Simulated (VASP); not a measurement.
**Sr: electric field gradients with r2SCAN**

Crystal: Sr.

```
CELL_PARAMETERS angstrom
4.32968 0.00000 0.00000
-2.16484 3.74962 0.00000
0.00000 0.00000 7.09121
ATOMIC_POSITIONS crystal
Sr 0.33333 0.66667 0.25000
Sr 0.66667 0.33333 0.75000
```

This isn't the form of Sr at room conditions, which is fcc.

```json
{
  "Program": "VASP 6.6.1",
  "Task": "electric field gradients",
  "Functional": "r2SCAN",
  "Potentials or basis": "VASP PAW PBE potentials, release 64 (Sr_sv)",
  "Cutoff": "520 eV",
  "k mesh": "11 × 11 × 6",
  "Occupations": "fermi-dirac, width 0.05 eV",
  "Spin": "no spin polarisation",
  "Dipole correction": "no",
  "Further INCAR settings": "ALGO = Normal; EDIFF = 1e-08; NBANDS = 17"
}
```

| Property | Result |
| --- | --- |
| Pressure | -0.1 GPa |
| Band gap on the k mesh | zero (bands 10 and 11 overlap by 0.29 eV) |
| Largest electric field gradient by atom | Sr -9.7 V/Å² |

Stress tensor (GPa, compression positive):
```
-0.15  0.00  0.00
 0.00 -0.15  0.00
 0.00  0.00  0.12
```

Levels at points of the mesh, in eV from the Fermi level:
```tsv
k point	band 7	band 8	band 9	band 10	band 11	band 12	band 13	band 14
(0.00, 0.00, 0.00)	-19.41	-19.40	-3.81	-1.09	-0.14	2.56	2.56	2.56
(0.00, 0.00, 0.50)	-19.42	-19.42	-2.85	-2.85	1.41	1.41	2.56	2.56
```

Electric field gradients, principal values (V/Å²):
```
atom  least  middle  greatest (by size)
1 Sr  4.845   4.845              -9.690
2 Sr  4.845   4.845              -9.690
```

It took 10 min on 1 thread of Oxide Virtual Turin-like Processor, on a shared host, peak memory 0.27 GiB.

Caveat: without QUAD_EFG the Cq values of the log hold for a quadrupole moment of 1 mb, not for the nuclei; the PAW data sets were made with another functional, which shifts forces and pressure a little.
